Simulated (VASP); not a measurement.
Runs of VASP 6.6.1 on ZnO (sol). The structure is that of space group P6_3mc (No. 186), or close to it. The cells are those of the table. 

```csv
task,cell,k mesh,cutoff (eV),smearing,gap on the mesh (eV),pressure (GPa),largest force (eV/Å)
single point,"a = 3.250, b = 3.250, c = 5.205 Å, angles 90.0, 90.0, 120.0°, 4 atoms",6 × 6 × 4,520,gaussian 0.1 eV,0.68,-0.6,(a)
single point,"a = 3.231, b = 3.231, c = 5.216 Å, angles 90.0, 90.0, 120.0°, 4 atoms",9 × 9 × 6,520,gaussian 0.01 eV,(b),1.5,0.46
single point,"a = 3.231, b = 3.231, c = 5.216 Å, angles 90.0, 90.0, 120.0°, 4 atoms",9 × 9 × 6,520,gaussian 0.02 eV,0.69,0.7,-
relaxation of cell and atoms,"relaxed from a = 3.250, b = 3.250, c = 5.205 Å, angles 90.0, 90.0, 120.0°, 4 atoms",9 × 9 × 6,600,gaussian 0.02 eV,0.68,0.0,-
```

Alike in all rows: level PBEsol; potentials or basis VASP PAW PBE potentials, release 64 (Zn, O); no spin polarisation.

Estimate the missing entries.

(a) 0.03; (b) 0.70.

Caveats: the PAW data sets were made with another functional, which shifts forces and pressure a little.

